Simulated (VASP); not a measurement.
Set up this calculation in VASP 6.6.1, as the native input.

```
Task                   : relaxation of cell and atoms
Functional             : PBEsol
Potentials or basis    : VASP PAW PBE potentials, release 64 (Mo_sv)
Cutoff                 : 600 eV
k mesh                 : 12 × 12 × 18
Occupations            : gaussian, width 0.1 eV
Spin                   : no spin polarisation
Dipole correction      : no
Further INCAR settings : ALGO = Fast; EDIFF = 1e-06; IBRION = 2; EDIFFG = -0.01; NSW = 100; ISIF = 3
```

The structure of Mo lies in POSCAR:

```
Mo
1.0
    4.6187002826      0.0000000000      0.0000000000
   -2.3093501413      3.9999117772      0.0000000000
    0.0000000000      0.0000000000      2.5237248797
Mo
3
Direct
    0.0000000000      0.0000000000      0.0000000000
    0.3333333333      0.6666666667      0.5000000000
    0.6666666667      0.3333333333      0.5000000000
```

This isn't the form of Mo at room conditions, which is bcc.

The input as run:

INCAR

```
  ALGO = Fast
  EDIFF = 1E-6
  EDIFFG = -0.01
  ENCUT = 600
  GGA = PS
  IBRION = 2
  ISIF = 3
  ISMEAR = 0
  LASPH = True
  LCHARG = False
  LREAL = False
  LWAVE = False
  NELM = 60
  NSW = 100
  PREC = Accurate
  SIGMA = 0.1
```

KPOINTS

```
k-points
0
Gamma
  12 12 18
```

Potentials or basis: VASP PAW PBE potentials, release 64 (Mo_sv).

Command:

```bash
$ cat potpaw_PBE.64/Mo_sv/POTCAR > POTCAR
$ mpirun -np 1 vasp_std > vasp.out
```

It gave:

```yaml
Relaxed_volume: 15.64 Å³/atom
Relaxed_cell: a = 4.623 Å, b = 4.623 Å, c = 2.535 Å, α = 90.00°, β = 90.00°, γ = 120.00°
Space_group_after_relaxing_to_0.1_Å: P6/mmm (No. 191)
Energy_gained_by_relaxing: 0.7 meV/atom
Ionic_steps: 5
Pressure_after_relaxing: 0.0 GPa
Band_gap_on_the_k_mesh: zero (bands 21 and 22 overlap by 1.45 eV)
```

Caveat: the PAW data sets were made with another functional, which shifts forces and pressure a little.

Run time: 19 min on 1 thread of Oxide Virtual Turin-like Processor, on a shared host, peak memory 0.31 GiB.
